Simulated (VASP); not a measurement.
# GaN (F-43m) in VASP: G0W0 quasiparticle levels with r2SCAN

Aim: the G0W0 quasiparticle levels of GaN with r2SCAN.

Program: VASP 6.6.1. These are calculated values, not measurements. Logs are shortened: lines on timing, memory, paths and dates and some standing lists are left out, and cuts for length are marked.

## Step 1: The cell of the first run

It takes space group F-43m (No. 216, cubic). Conventional cell: a = 4.498 Å, b = 4.498 Å, c = 4.498 Å, α = 90.00°, β = 90.00°, γ = 90.00°. Ga (site symmetry -43m) has 4 N at 1.95 Å within 2.6 Å. Within 2.6 Å of N (site symmetry -43m) lie 4 Ga at 1.95 Å.

## Step 2: G0W0 quasiparticle levels, r2SCAN

File POSCAR:

```
GaN
1.0
    0.0000000000      2.2489526314      2.2489526314
    2.2489526314      0.0000000000      2.2489526314
    2.2489526314      2.2489526314      0.0000000000
Ga N
1 1
Direct
    0.0000000000      0.0000000000      0.0000000000
    0.7500000000      0.7500000000      0.7500000000
```

File INCAR.step1:

```
SYSTEM = GaN
PREC = Accurate
ENCUT = 500
EDIFF = 1E-8
ISMEAR = 0
SIGMA = 0.01
LREAL = .False.
LASPH = .True.
NELM = 60
ALGO = Normal
LWAVE = .True.
LCHARG = .False.
METAGGA = R2SCAN
LMIXTAU = .True.
```

File INCAR.step2:

```
SYSTEM = GaN
PREC = Accurate
ENCUT = 500
EDIFF = 1E-8
ISMEAR = 0
SIGMA = 0.01
LREAL = .False.
LASPH = .True.
NELM = 1
ALGO = Exact
LWAVE = .True.
LCHARG = .False.
METAGGA = R2SCAN
LMIXTAU = .True.
NBANDS = 177
LOPTICS = .True.
ISTART = 1
```

File INCAR.step3:

```
SYSTEM = GaN
PREC = Accurate
ENCUT = 500
EDIFF = 1E-8
ISMEAR = 0
SIGMA = 0.01
LREAL = .False.
LASPH = .True.
ALGO = EVGW0
LWAVE = .False.
LCHARG = .False.
METAGGA = R2SCAN
LMIXTAU = .True.
NELMGW = 1
NBANDS = 177
ENCUTGW = 200
NOMEGA = 96
PRECFOCK = Fast
ISTART = 1
NBANDSGW = 17
OMEGAMAX = 20
```

File KPOINTS:

```
regular mesh
0
Gamma
  6 6 6
  0 0 0
```

Potentials or basis: VASP PAW PBE potentials, release 64 (Ga_d_GW, N_GW).

The run is started by

```
$ cat potpaw_PBE.64/Ga_d_GW/POTCAR potpaw_PBE.64/N_GW/POTCAR > POTCAR
$ cp INCAR.step1 INCAR
$ mpirun -np 1 vasp_std > vasp.out
$ cp INCAR.step2 INCAR
$ mpirun -np 1 vasp_std > vasp.out
$ cp INCAR.step3 INCAR
$ mpirun -np 1 vasp_std > vasp.out
```

OUTCAR:

```text
SYSTEM = GaN
   PREC = Accurate
   ENCUT = 500
   EDIFF = 1E-8
   ISMEAR = 0
   LREAL = .False.
   LASPH = .True.
   METAGGA = R2SCAN
   NELMGW = 1
   ENCUTGW = 200
   PRECFOCK = Fast
   ISTART = 1

 ion  position               nearest neighbor table
   1  0.000  0.000  0.000-   2 1.95   2 1.95   2 1.95   2 1.95
   2  0.750  0.750  0.750-   1 1.95   1 1.95   1 1.95   1 1.95

  LATTYP: Found a face centered cubic cell.
 ALAT       =     4.4979052628

  Lattice vectors:

 A1 = (   0.0000000000,   2.2489526314,   2.2489526314)
 A2 = (   2.2489526314,   0.0000000000,   2.2489526314)
 A3 = (   2.2489526314,   2.2489526314,   0.0000000000)

Analysis of symmetry for initial positions (statically):
=====================================================================
 Subroutine PRICEL returns:
 Original cell was already a primitive cell.

 Routine SETGRP: Setting up the symmetry group for a
 face centered cubic supercell.

 Subroutine GETGRP returns: Found 24 space group operations
 (whereof 24 operations were pure point group operations)
 out of a pool of 48 trial point group operations.

The static configuration has the point symmetry T_d .

Analysis of symmetry for dynamics (positions and initial velocities):
=====================================================================
 Subroutine PRICEL returns:
 Original cell was already a primitive cell.

 Routine SETGRP: Setting up the symmetry group for a
 face centered cubic supercell.

 Subroutine GETGRP returns: Found 24 space group operations
 (whereof 24 operations were pure point group operations)
 out of a pool of 48 trial point group operations.

The dynamic configuration has the point symmetry T_d .

 Subroutine INISYM returns: Found 24 space group operations
 (whereof 24 operations are pure point group operations),
 and found     1 'primitive' translations

----------------------------------------------------------------------------------------

                                     Primitive cell

  volume of cell :      22.7495

  direct lattice vectors                    reciprocal lattice vectors
     0.000000000  2.248952631  2.248952631    -0.222325714  0.222325714  0.222325714
     2.248952631  0.000000000  2.248952631     0.222325714 -0.222325714  0.222325714
     2.248952631  2.248952631  0.000000000     0.222325714  0.222325714 -0.222325714

  length of vectors
     3.180499312  3.180499312  3.180499312     0.385079433  0.385079433  0.385079433

  position of ions in fractional coordinates (direct lattice)
     0.000000000  0.000000000  0.000000000
     0.750000000  0.750000000  0.750000000

  ion indices of the primitive-cell ions
   primitive index   ion index
                 1           1
                 2           2

----------------------------------------------------------------------------------------

 KPOINTS: regular mesh

Automatic generation of k-mesh.
 Grid dimensions read from file:
 generate k-points for:    6    6    6

 Generating k-lattice:

  Cartesian coordinates                     Fractional coordinates (reciprocal lattice)
    -0.037054286  0.037054286  0.037054286     0.166666667  0.000000000  0.000000000
     0.037054286 -0.037054286  0.037054286     0.000000000  0.166666667  0.000000000
     0.037054286  0.037054286 -0.037054286     0.000000000  0.000000000  0.166666667

  Length of vectors
     0.064179905  0.064179905  0.064179905

  Shift w.r.t. Gamma in fractional coordinates (k-lattice)
     0.000000000  0.000000000  0.000000000

 Subroutine IBZKPT returns following result:
 ===========================================

 Found     16 irreducible k-points:

 Following reciprocal coordinates:
            Coordinates               Weight
  0.000000  0.000000  0.000000      1.000000
  0.166667  0.000000  0.000000      8.000000
  0.333333  0.000000  0.000000      8.000000
  0.500000  0.000000  0.000000      4.000000
  0.166667  0.166667  0.000000      6.000000
  0.333333  0.166667  0.000000     24.000000
[... 8 lines left out ...]
 -0.333333  0.333333  0.166667     24.000000
 -0.333333  0.500000  0.166667     12.000000
   k-points           NKPTS =     16   k-points in BZ     NKDIM =    216   number of bands    NBANDS=    177
   number of dos      NEDOS =    301   number of ions     NIONS =      2
   total plane-waves  NPLWV =  13824
   dimension x,y,z NGX =    24 NGY =   24 NGZ =   24
   dimension x,y,z NGXF=    48 NGYF=   48 NGZF=   48
   ions per type =               1   1
   NGX,Y,Z   is equivalent  to a cutoff of  12.54, 12.54, 12.54 a.u.
   NGXF,Y,Z  is equivalent  to a cutoff of  25.09, 25.09, 25.09 a.u.
 SYSTEM =  GaN
   PREC   = accura    normal or accurate (medium, high low for compatibility)
   ISTART =      1    job   : 0-new  1-cont  2-samecut
   ICHARG =      0    charge: 1-file 2-atom 10-const
   ISPIN  =      1    spin polarized calculation?
   LNONCOLLINEAR =      F non collinear calculations
   LSORBIT =      F    spin-orbit coupling
   LASPH  =      T    aspherical Exc in radial PAW
   ENCUT  =  500.0 eV  36.75 Ry    6.06 a.u.   5.80  5.80  5.80*2*pi/ulx,y,z
   NELM   =     60;   NELMIN=  2; NELMDL=  0     # of ELM steps
   EDIFF  = 0.1E-07   stopping-criterion for ELM
   LREAL  =      F    real-space projection
   EDIFFG = 0.1E-06   stopping-criterion for IOM
   NSW    =      0    number of steps for IOM
   IBRION =     -1    ionic relax: 0-MD 1-quasi-New 2-CG
   NFREE  =      0    steps in history (QN), initial steepest desc. (CG)
   ISIF   =      0    stress and relaxation
   ISYM   =      3    0-nonsym 1-usesym 2-fastsym
   POTIM  = 0.5000    time-step for ionic-motion
   TEBEG  =    0.0;   TEEND  =   0.0 temperature during run
   PSTRESS=    0.0 pullay stress
   NELECT =      18.0000    total number of electrons
   NUPDOWN=      -1.0000    fix difference up-down
   EMIN   =  10.00;   EMAX   =-10.00  energy-range for DOS
   EFERMI =   0.00;   METHOD = LEGACY
   ISMEAR =     0;   SIGMA  =   0.01  broadening in eV -4-tet -1-fermi 0-gaus
   EFERMI_NEDOS =   21; number of points for ismear=-14 and -15
   IALGO  =     38    algorithm
   IMIX   =      4    mixing-type and parameters
     AMIX     =   0.40;   BMIX     =  1.00
     AMIX_MAG =   1.60;   BMIX_MAG =  1.00
  volume/ion in A,a.u.               =      11.37        76.76
  Fermi-wavevector in a.u.,A,eV,Ry     =   1.514173  2.861371 31.194328  2.292718
  Thomas-Fermi vector in A             =   2.623866
   LORBIT       =      0    0 simple, 1 ext, 2 COOP (PROOUT), +10 PAW based schemes
   METAGGA = R2SCAN    functional components
   LHFCALC =     T    Hartree Fock is set to
   PRECFOCK=fast      Normal, Fast or Accurate (Low or Medium for compatibility)
   ENCUT4O =  -1.0   cutoff for four orbital integrals eV
   NKREDX  =     1    reduce k-point grid by
   NKREDY  =     1    reduce k-point grid by
   NKREDZ  =     1    reduce k-point grid by
   AEXX    =    1.0000 exact exchange contribution
   HFSCREEN=    0.0000 screening length (either q_TF or 0.3 A-1)
   HFSCREENC=   0.0000 screening length for correlation (either q_TF or 0.3 A-1)
   ENCUTFOCK=  -1.0 apply spherical cutoff to Coloumb kernel
   IVDW    =     0    specifies the selected vdW correction
   LEPSILON=     F    determine dielectric tensor
   LRPA    =     F    only Hartree local field effects (RPA)
   LRPAFORCE           =     F    calculate RPA forces
   ENCUTGW             = 200.0    cutoff for response function in eV
   ENCUTGWSOFT         = 160.0    soft cutoff for Coulomb kernel in GW response function in eV
   ENCUTLF             =  -1.0    cutoff for local field effects
   NELMGW              =     1    number of iterations in solving QP/BSE equation
   NELMHF              =     1    number of iterations in the inner HF iteration
   NKREDLFX            =     1    NKREDLFY  =   1   NKREDLFZ  =   1
 non-spin polarized calculation
 Gauss-broadening in eV      SIGMA  =   0.01
  energy-cutoff  :      500.00
  volume of cell :       22.75
 maximum number of plane-waves:       589
  NGX = 14; NGY = 14; NGZ = 14
   NGX = 11   NGY = 11   NGZ = 11
 maximum number of plane-waves:       156

 QP shifts <psi_nk| G(iteration)W_0 |psi_nk>: iteration 1
 for sc-GW calculations column KS-energies equals QP-energies in previous step
 and V_xc(KS)=  KS-energies - (<T + V_ion + V_H > + <T+V_H+V_ion>^1  + <V_x>^1)

 k-point   1 :       0.0000    0.0000    0.0000
  band No.  KS-energies  QP-energies   sigma(KS)   V_xc(KS)     V^pw_x(r,r')   Z            occupation Imag(sigma)

      1     -11.8729     -12.4259     -16.9587     -16.1380     -24.8128       0.6739       2.0000       0.9754
      2      -8.9752     -11.2402     -25.5564     -22.4945     -34.8697       0.7398       2.0000       0.1544
      3      -8.9752     -11.2402     -25.5564     -22.4945     -34.8697       0.7398       2.0000       0.1544
      4      -8.9752     -11.2402     -25.5564     -22.4945     -34.8697       0.7398       2.0000       0.1544
      5      -8.6194     -10.9991     -26.0050     -22.8154     -35.2983       0.7461       2.0000       0.0995
      6      -8.6194     -10.9991     -26.0050     -22.8154     -35.2983       0.7461       2.0000       0.0995
[... 9 lines left out ...]
     16      24.6266      24.4404      -9.2326      -8.9983      -2.9508       0.7949       0.0000      -0.6138
     17      24.6266      24.4404      -9.2326      -8.9983      -2.9508       0.7949       0.0000      -0.6138

 k-point   2 :       0.1667    0.0000    0.0000
  band No.  KS-energies  QP-energies   sigma(KS)   V_xc(KS)     V^pw_x(r,r')   Z            occupation Imag(sigma)

      1     -11.5867     -12.1874     -17.4995     -16.6182     -25.3918       0.6817       2.0000       0.9430
      2      -8.9391     -11.2101     -25.6033     -22.5353     -34.9242       0.7402       2.0000       0.1530
      3      -8.9391     -11.2101     -25.6033     -22.5353     -34.9242       0.7402       2.0000       0.1530
      4      -8.8443     -11.0479     -25.1019     -22.1260     -34.2831       0.7405       2.0000       0.1848
      5      -8.6207     -10.9975     -25.9983     -22.8103     -35.2939       0.7455       2.0000       0.1004
      6      -8.6207     -10.9975     -25.9983     -22.8103     -35.2939       0.7455       2.0000       0.1004
[... 9 lines left out ...]
     16      22.5397      22.3737      -8.7299      -8.5207      -2.6928       0.7931       0.0000      -0.4593
     17      26.5684      26.7076      -9.6132      -9.7886      -2.9990       0.7934       0.0000      -0.7003

 k-point   3 :       0.3333    0.0000    0.0000
  band No.  KS-energies  QP-energies   sigma(KS)   V_xc(KS)     V^pw_x(r,r')   Z            occupation Imag(sigma)
[... 253 lines left out ...]
      1     -10.7400     -11.8812     -21.2030     -19.5956     -29.7310       0.7100       2.0000       0.6163
      2      -8.8351     -11.1461     -25.6622     -22.5519     -34.9603       0.7430       2.0000       0.1393
      3      -8.7704     -11.0810     -25.7682     -22.6601     -35.0928       0.7434       2.0000       0.1403
      4      -8.6489     -11.0086     -25.9634     -22.7964     -35.2952       0.7451       2.0000       0.1147
      5      -8.5973     -10.9676     -26.0158     -22.8369     -35.3344       0.7456       2.0000       0.1068
      6      -7.0156      -8.5908     -23.4314     -21.2963     -31.7900       0.7377       2.0000       0.3375
[... 9 lines left out ...]
     16      28.8604      28.9742     -10.8143     -10.9574      -3.8666       0.7945       0.0000      -0.9256
     17      30.1214      30.4375     -11.0242     -11.4127      -4.3719       0.8137       0.0000      -0.8885

 k-point  16 :      -0.3333    0.5000    0.1667
  band No.  KS-energies  QP-energies   sigma(KS)   V_xc(KS)     V^pw_x(r,r')   Z            occupation Imag(sigma)

      1     -10.6967     -11.8820     -21.4812     -19.8101     -30.0689       0.7093       2.0000       0.5896
      2      -8.8172     -11.1366     -25.5459     -22.4294     -34.7718       0.7442       2.0000       0.1324
      3      -8.7538     -11.0771     -25.8574     -22.7337     -35.2204       0.7438       2.0000       0.1378
      4      -8.6416     -10.9832     -26.0155     -22.8739     -35.3896       0.7454       2.0000       0.1293
      5      -8.5792     -10.9544     -26.0382     -22.8555     -35.3574       0.7463       2.0000       0.1043
      6      -6.8837      -8.3976     -23.2464     -21.1952     -31.5172       0.7380       2.0000       0.3487
[... 9 lines left out ...]
     16      29.0443      29.3028     -11.5642     -11.8853      -4.4919       0.8049       0.0000      -1.0320
     17      30.3834      30.7966     -11.3664     -11.8768      -4.5968       0.8096       0.0000      -0.9063
```

It took 13 min on 1 thread of Intel Xeon Platinum 8259CL at 2.50GHz (Skylake/Cascade Lake), shared host; peak memory 0.73 GiB.

Results:

* Quasiparticle gap: 3.15 eV
* Least direct quasiparticle gap: 3.15 eV
* Band gap of the starting levels on the mesh: 2.16 eV
* Least direct gap of the starting levels on the mesh: 2.16 eV

Caveat: the k points lie up to 0.40 Å⁻¹ apart; bands, screening cutoff and mesh are small and nothing is extrapolated, so the quasiparticle values aren't converged.
